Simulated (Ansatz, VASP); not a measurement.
# One calculation of Zr, two programs

```xyz
2
Lattice="3.2643 0.0000 0.0000 -1.6322 2.8270 0.0000 0.0000 0.0000 5.1470" Properties=species:S:1:pos:R:3 pbc="T T T"
Zr    0.0000    1.8847    1.2868
Zr    1.6322    0.9423    3.8603
```

Change from the starting cell: equal xx and yy strain of +1 %.

Alike in both runs: task single point; functional LDA; k mesh 13 × 13 × 7; occupations fermi-dirac, width 0.03 eV; no spin polarisation.

|  | VASP | Ansatz |
| --- | --- | --- |
| version | VASP 6.6.1 | Ansatz 0.2.0 |
| potentials or method | VASP PAW LDA potentials, release 64 (Zr_sv), cutoff 520 eV | all-electron LAPW, scalar-relativistic |

Ansatz gave:

| Quantity | Value |
| --- | --- |
| pressure (GPa) | -7.7 |
| traceless stress, the component that is largest in VASP (GPa) | 0.92 |

Question: Which values does VASP return?

Answer: Pressure (GPa): -7.6; traceless stress, the component that is largest in VASP (GPa): 0.94.

LDA's correlation is that of Perdew and Zunger in VASP and of Perdew and Wang (1992) in Ansatz. Ansatz ran all-electron here, and VASP with PAW potentials.
